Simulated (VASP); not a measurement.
Hf: single point with LDA

Hf:

```
Hf
1.0
     3.19670    0.00000    0.00000
    -1.59835    2.76842    0.00000
     0.00000    0.00000    5.05780
Hf
2
Direct
  0.66667 0.33333 0.75000
  0.33333 0.66667 0.25000
```

```json
{
 "Program": "VASP 6.6.1",
 "Task": "single point",
 "Functional": "LDA",
 "Potentials or basis": "VASP PAW LDA potentials, release 64 (Hf_pv)",
 "Cutoff": "520 eV",
 "k mesh": "10 × 10 × 5",
 "Occupations": "fermi-dirac, width 0.05 eV",
 "Spin": "no spin polarisation"
}
```

The pressure is -7.8 GPa and the band gap on the k mesh is zero (band 10 reaches 5.90 eV, above the bottom of band 11 at 4.45 eV).

Stress tensor (GPa, compression positive):
```
-7.63  0.00  0.00
 0.00 -7.63  0.00
 0.00  0.00 -8.10
```

Levels at points of the mesh, in eV from the Fermi level:
| k point | band 8 | band 9 | band 10 | band 11 | band 12 | band 13 |
| --- | --- | --- | --- | --- | --- | --- |
| (0.00, 0.00, 0.00) | -3.68 | 0.82 | 1.13 | 1.13 | 1.40 | 1.94 |
| (0.50, 0.00, 0.00) | -2.73 | -2.21 | -0.68 | 0.73 | 0.88 | 1.67 |

It took 20 s on 1 thread of AMD EPYC 9R45 96-Core Processor (Zen 5), with other jobs on the host, peak memory 0.12 GiB.

Caveat: spin-orbit coupling is left out, which moves the levels of the heavy elements.
